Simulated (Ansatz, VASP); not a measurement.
# SnTe in VASP and in Ansatz

```
Te Sn
1.0
     3.95608    0.00000    0.00000
     0.00000    3.95608    0.00000
     0.00000    0.00000    3.95608
Te Sn
1 1
Direct
  0.50000 0.50000 0.50000
  0.00000 0.00000 0.00000
```

Change from the starting cell: volume scaled by 1.04.

Alike in both runs: task single point; functional PBE; k mesh 7 × 7 × 7; occupations fermi-dirac, width 0.05 eV; no spin polarisation.

|  | VASP | Ansatz |
| --- | --- | --- |
| version | VASP 6.6.1 | Ansatz 0.2.0 |
| potentials or method | VASP PAW PBE potentials, release 64 (Te, Sn_d), cutoff 520 eV | all-electron LAPW, scalar-relativistic |

|  | VASP | Ansatz | Ansatz less VASP |
| --- | --- | --- | --- |
| gap on the k mesh at the Fermi level (eV) | none | none | - |
| pressure (GPa) | -2.2 | -2.1 | +0.05 |

A gap of «none» marks a metal or a gap that the smearing closes. Ansatz ran all-electron here, and VASP with PAW potentials.

Spin-orbit coupling is off throughout.
